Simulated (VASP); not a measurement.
# AlN (P6_3mc) in VASP: single point with r2SCAN

Aim: the single point of AlN with r2SCAN.

Program: VASP 6.6.1. These are calculated values, not measurements. Logs are shortened: lines on timing, memory, paths and dates and some standing lists are left out, and cuts for length are marked.

**The experiment to reproduce.**

“Self-assembly of well-separated AlN nanowires directly on sputtered metallic TiN films”, 2019, arxiv:1910.07391 quotes, for a bulk crystal of AlN at 10 K: band gap 6.034 eV (an exciton energy, a little under the gap).

The results are compared with them further down.

### Step 1. The cell of the first run

The structure is hexagonal, space group P6_3mc (No. 186). The conventional cell has a = 3.108 Å, b = 3.108 Å, c = 4.977 Å, α = 90.00°, β = 90.00°, γ = 120.00°. Al (site symmetry 3m) has 4 N at 1.89 to 1.90 Å within 2.5 Å. Within 2.5 Å of N (site symmetry 3m) lie 4 Al at 1.89 to 1.90 Å.

### Step 2. Single point, r2SCAN

Input file POSCAR:

```
AlN
1.0
    3.1081079500      0.0000000000      0.0000000000
   -1.5540539700      2.6917014300      0.0000000000
    0.0000000000      0.0000000000      4.9769702800
Al N
2 2
Direct
    0.6666700000      0.3333300000      0.0000000000
    0.3333400000      0.6666700000      0.5000000000
    0.6666700000      0.3333300000      0.3820000000
    0.3333400000      0.6666700000      0.8820000000
```

Input file INCAR.step1:

```
PREC = Accurate
ENCUT = 520
ISMEAR = -1
SIGMA = 0.1
LREAL = False
LASPH = True
NELM = 80
NBANDS = 16
GGA = PE
ALGO = Normal
EDIFF = 1E-4
LWAVE = True
LCHARG = False
```

Input file INCAR.step2:

```
PREC = Accurate
ENCUT = 520
EDIFF = 1E-7
ISMEAR = -1
SIGMA = 0.1
LREAL = False
LASPH = True
NELM = 80
ALGO = Normal
ISIF = 2
LWAVE = False
LCHARG = True
METAGGA = R2SCAN
LMIXTAU = True
LELF = True
LVHAR = True
NBANDS = 16
ISTART = 1
```

Input file KPOINTS:

```
Automatic mesh
0
Gamma
  9 9 5
```

Potentials or basis: VASP PAW PBE potentials, release 64 (Al, N).

On the command line:

```bash
> cat potpaw_PBE.64/Al/POTCAR potpaw_PBE.64/N/POTCAR > POTCAR
> cp INCAR.step1 INCAR
> mpirun -np 1 vasp_std > vasp.out
> cp INCAR.step2 INCAR
> mpirun -np 1 vasp_std > vasp.out
```

OUTCAR:

```text
PREC = Accurate
   ENCUT = 520
   EDIFF = 1E-7
   ISMEAR = -1
   LREAL = False
   LASPH = True
   NELM = 80
   ISIF = 2
   METAGGA = R2SCAN
   ISTART = 1

 ion  position               nearest neighbor table
   1  0.667  0.333  0.000-   4 1.89   4 1.89   4 1.89   3 1.90   2 3.07   2 3.07   2 3.07   2 3.07
                             2 3.07   2 3.07
   2  0.333  0.667  0.500-   3 1.89   3 1.89   3 1.89   4 1.90   1 3.07   1 3.07   1 3.07   1 3.07
                             1 3.07   1 3.07
   3  0.667  0.333  0.382-   2 1.89   2 1.89   2 1.89   1 1.90
   4  0.333  0.667  0.882-   1 1.89   1 1.89   1 1.89   2 1.90

  LATTYP: Found a hexagonal cell.
 ALAT       =     3.1081079500
 C/A-ratio  =     1.6012861715

  Lattice vectors:

 A1 = (   3.1081079500,   0.0000000000,   0.0000000000)
 A2 = (  -1.5540539700,   2.6917014300,   0.0000000000)
 A3 = (   0.0000000000,   0.0000000000,   4.9769702800)

Analysis of symmetry for initial positions (statically):
=====================================================================
 Subroutine PRICEL returns:
 Original cell was already a primitive cell.

 Routine SETGRP: Setting up the symmetry group for a
 hexagonal supercell.

 Subroutine GETGRP returns: Found  4 space group operations
 (whereof  1 operations were pure point group operations)
 out of a pool of 24 trial point group operations.

The static configuration has the point symmetry C_1 .
 The point group associated with its full space group is C_2v.

Analysis of symmetry for dynamics (positions and initial velocities):
=====================================================================
 Subroutine PRICEL returns:
 Original cell was already a primitive cell.

 Routine SETGRP: Setting up the symmetry group for a
 hexagonal supercell.

 Subroutine GETGRP returns: Found  4 space group operations
 (whereof  1 operations were pure point group operations)
 out of a pool of 24 trial point group operations.

The dynamic configuration has the point symmetry C_1 .
 The point group associated with its full space group is C_2v.

 Subroutine INISYM returns: Found  4 space group operations
 (whereof  1 operations are pure point group operations),
 and found     1 'primitive' translations

----------------------------------------------------------------------------------------

                                     Primitive cell

  volume of cell :      41.6378

  direct lattice vectors                    reciprocal lattice vectors
[... 88 lines left out ...]
   LASPH  =      T    aspherical Exc in radial PAW
   ENCUT  =  520.0 eV  38.22 Ry    6.18 a.u.   5.78  5.78  9.25*2*pi/ulx,y,z
   NELM   =     80;   NELMIN=  2; NELMDL=  0     # of ELM steps
   EDIFF  = 0.1E-06   stopping-criterion for ELM
   LREAL  =      F    real-space projection
   EDIFFG = 0.1E-05   stopping-criterion for IOM
   NSW    =      0    number of steps for IOM
   IBRION =     -1    ionic relax: 0-MD 1-quasi-New 2-CG
   NFREE  =      0    steps in history (QN), initial steepest desc. (CG)
   ISIF   =      2    stress and relaxation
   ISYM   =      2    0-nonsym 1-usesym 2-fastsym
   POTIM  = 0.5000    time-step for ionic-motion
   TEBEG  =    0.0;   TEEND  =   0.0 temperature during run
   PSTRESS=    0.0 pullay stress
   NELECT =      16.0000    total number of electrons
   NUPDOWN=      -1.0000    fix difference up-down
   EMIN   =  10.00;   EMAX   =-10.00  energy-range for DOS
   EFERMI =   0.00;   METHOD = LEGACY
   ISMEAR =    -1;   SIGMA  =   0.10  broadening in eV -4-tet -1-fermi 0-gaus
   EFERMI_NEDOS =   21; number of points for ismear=-14 and -15
   IALGO  =     38    algorithm
   IMIX   =      4    mixing-type and parameters
     AMIX     =   0.40;   BMIX     =  1.00
     AMIX_MAG =   1.60;   BMIX_MAG =  1.00
  volume/ion in A,a.u.               =      10.41        70.25
  Fermi-wavevector in a.u.,A,eV,Ry     =   1.190197  2.249146 19.273587  1.416569
  Thomas-Fermi vector in A             =   2.326287
   LORBIT       =      0    0 simple, 1 ext, 2 COOP (PROOUT), +10 PAW based schemes
   METAGGA = R2SCAN    functional components
   LHFCALC =     F    Hartree Fock is set to
   AEXX    =    0.0000 exact exchange contribution
   IVDW    =     0    specifies the selected vdW correction
   LEPSILON=     F    determine dielectric tensor
   LRPA    =     F    only Hartree local field effects (RPA)
 non-spin polarized calculation
  energy-cutoff  :      520.00
  volume of cell :       41.64
 maximum number of plane-waves:      1140
   NGX = 11   NGY = 11   NGZ = 19

 number of electron      15.9999996 magnetization

 Free energy of the ion-electron system (eV)
  ---------------------------------------------------
  ext. energy  EPLUGINS =         0.00000000
  ---------------------------------------------------
  free energy    TOTEN  =       -38.45622876 eV

  energy without entropy =      -38.45622876  energy(sigma->0) =      -38.45622876

 E-fermi :   7.9029     XC(G=0): -11.4141

 val. band max:        5.9214428555   @ k =   0.0000   0.0000   0.0000
 cond. band min:      10.8281196769   @ k =   0.0000   0.0000   0.0000
 fundamental gap:      4.9066768214
 Fermi energy:         7.9029086155

 k-point     1 :       0.0000    0.0000    0.0000
  band No.  band energies     occupation
      1     -10.0646      2.00000
      2      -7.9415      2.00000
      3      -0.1501      2.00000
      4       5.0222      2.00000
      5       5.0223      2.00000
      6       5.6851      2.00000
[... 433 lines left out ...]
      3       0.9168      2.00000
      4       1.9373      2.00000
      5       2.6536      2.00000
      6       2.7738      2.00000
[... 8 lines left out ...]
     15      19.6252      0.00000
     16      21.5501      0.00000

 [... further k-points ...]
[... 5 lines left out ...]
  --------------------------------------------------------------------------------------
  -------------------------------------------------------------------------------------
  Total       -0.1444532     -0.1437809     -0.1222129     -0.0000000      0.0000000      0.0000000
  in kB       -5.5583994     -5.5325300     -4.7026167     -0.0000000      0.0000000      0.0000000
  external PRESSURE =      -5.2645153 kB  Pullay stress =       0.0000000 kB

 VOLUME and BASIS-vectors are now :
 -----------------------------------------------------------------------------
  energy-cutoff  :      520.00
  volume of cell :       41.64
      direct lattice vectors                 reciprocal lattice vectors
     3.108107950  0.000000000  0.000000000     0.321739147  0.185756114  0.000000000
    -1.554053970  2.691701430  0.000000000     0.000000000  0.371512230  0.000000000
     0.000000000  0.000000000  4.976970280     0.000000000  0.000000000  0.200925451

 POSITION                                       TOTAL-FORCE (eV/Angst)
 -----------------------------------------------------------------------------------
      1.55407      0.89722      0.00000         0.000000      0.000260      0.015094
      0.00002      1.79448      2.48849        -0.000000     -0.000260      0.015094
      1.55407      0.89722      1.90120         0.000000      0.000263     -0.015094
      0.00002      1.79448      4.38969        -0.000000     -0.000263     -0.015094
 -----------------------------------------------------------------------------------
    total drift:                               -0.000000     -0.000000     -0.019564

  FREE ENERGIE OF THE ION-ELECTRON SYSTEM (eV)
  ---------------------------------------------------
  free  energy   TOTEN  =       -38.4562287612 eV

  energy  without entropy=      -38.4562287610  energy(sigma->0) =      -38.45622876
```

OUTCAR.step1:

```text
PREC = Accurate
   ENCUT = 520
   ISMEAR = -1
   LREAL = False
   LASPH = True
   NELM = 80
[... 687 lines left out ...]
      0.00002      1.79448      2.48849        -0.000000     -0.000256      0.007763
      1.55407      0.89722      1.90120         0.000000      0.000254     -0.007763
      0.00002      1.79448      4.38969        -0.000000     -0.000254     -0.007763
 -----------------------------------------------------------------------------------
    total drift:                               -0.000000      0.000000     -0.000915

  FREE ENERGIE OF THE ION-ELECTRON SYSTEM (eV)
  ---------------------------------------------------
  free  energy   TOTEN  =       -29.7684957311 eV

  energy  without entropy=      -29.7684957310  energy(sigma->0) =      -29.76849573
```

Run time: 2.7 min. Hardware: 1 thread of AMD EPYC 9R14 (Zen 4), shared host; peak memory 0.15 GiB.

Results:

| Quantity | Value |
| --- | --- |
| Free energy | -38.4562 eV |
| Pressure | -0.5 GPa |
| Largest force | 0.015 eV/Å |
| Band gap on the k mesh | 4.91 eV |

Forces on the atoms (eV/Å):
```
Al   0.000  0.000  0.015
Al   0.000  0.000  0.015
N    0.000  0.000 -0.015
N    0.000  0.000 -0.015
```

Caveat: the PAW data sets were made with another functional, which shifts forces and pressure a little.

### Step 3. Comparison with measurements

Step 2. Measured gap of AlN: 6.034 eV (an exciton energy, a little under the gap; 10 K; quoted in “Self-assembly of well-separated AlN nanowires directly on sputtered metallic TiN films”, 2019, arxiv:1910.07391). This calculation gives 4.91 eV (-1.13 eV). 2 values of this kind are on record (6.034 to 6.0343 eV); this one was drawn at random. The value is that of r2SCAN, without temperature or zero-point motion.
